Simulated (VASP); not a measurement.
Wanted: the native input for a VASP 6.6.1 run.

| Property | Result |
| --- | --- |
| Task | single point |
| Functional | LDA |
| Potentials or basis | VASP PAW LDA potentials, release 64 (Al) |
| Cutoff | 520 eV |
| k mesh | 12 × 12 × 1 |
| Occupations | gaussian, width 0.1 eV |
| Spin | no spin polarisation |
| Dipole correction | yes |
| Further INCAR settings | ALGO = Normal; EDIFF = 1e-07; NBANDS = 14 |

The structure of Al lies in POSCAR:

```
Al
1.0
    2.8168441069      0.0000000000      0.0000000000
   -1.4084220535      2.4394585551      0.0000000000
    0.0000000000      0.0000000000     23.8998307469
Al
4
Direct
    0.6666666667      0.3333333333      0.3556510542
    0.3333333333      0.6666666667      0.4518836847
    0.0000000000      0.0000000000      0.5469116211
    0.6666666667      0.3333333333      0.6437849065
```

The input as run:

INCAR

```
SYSTEM = Al
  PREC = Accurate
  ENCUT = 520
  EDIFF = 1E-7
  ISMEAR = 0
  SIGMA = 0.1
  LREAL = .False.
  LASPH = .True.
  NELM = 100
  ALGO = Normal
  ISIF = 2
  LWAVE = .False.
  LCHARG = .False.
  LDIPOL = .True.
  IDIPOL = 3
  DIPOL = 0.5 0.5 0.500
  GGA = CA
  NBANDS = 14
```

KPOINTS

```
regular mesh
0
Gamma
  12 12 1
  0 0 0
```

Potentials or basis: VASP PAW LDA potentials, release 64 (Al).

Run with:

```sh
$ cat potpaw_LDA.64/Al/POTCAR > POTCAR
$ mpirun -np 1 vasp_std > vasp.out
```

It gave:

```yaml
Largest_force: 0.033 eV/Å
Band_gap_on_the_k_mesh: zero (band 6 reaches 1.87 eV, above the bottom of band 7 at -0.02 eV)
```

Run time: 61 s on 1 thread of AMD EPYC 9R45 96-Core Processor (Zen 5), with other jobs on the host, peak memory 0.21 GiB.
